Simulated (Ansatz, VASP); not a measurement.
## SnO2: VASP beside Ansatz

```
CELL_PARAMETERS angstrom
4.83093 0.00000 0.00000
0.00000 4.83093 0.00000
0.00000 0.00000 3.24900
ATOMIC_POSITIONS crystal
Sn 0.00000 0.00000 0.00000
Sn 0.50000 0.50000 0.50000
O 0.30674 0.30674 0.00000
O 0.19326 0.80674 0.50000
O 0.69326 0.69326 0.00000
O 0.80674 0.19326 0.50000
```

Change from the starting cell: volume scaled by 1.06, ions relaxed.

Alike in both runs: functional PBE; k mesh 7 × 7 × 9; occupations fermi-dirac, width 0.02 eV; no spin polarisation.

Ansatz relaxed the structure, and its values are those at the end. VASP's run is a single point on that final structure, the one shown.

|  | VASP | Ansatz |
| --- | --- | --- |
| version | VASP 6.6.1 | Ansatz 0.2.0 |
| potentials or method | VASP PAW PBE potentials, release 64 (Sn_d, O) | plane-wave PAW, scalar-relativistic |
| plane-wave cutoff (eV) | 520 | 420 |
| valence electrons in the cell | 52 | 52 |

|  | VASP | Ansatz | Ansatz less VASP |
| --- | --- | --- | --- |
| pressure (GPa) | -0.3 | -0.9 | -0.59 |
| rms of the force components (eV/Å) | 0.008 | 0.000 | -0.0075 |

The functional is the same, so the differences come from potentials, cutoffs and numerics. Ansatz's warnings: stress scf threshold loose.
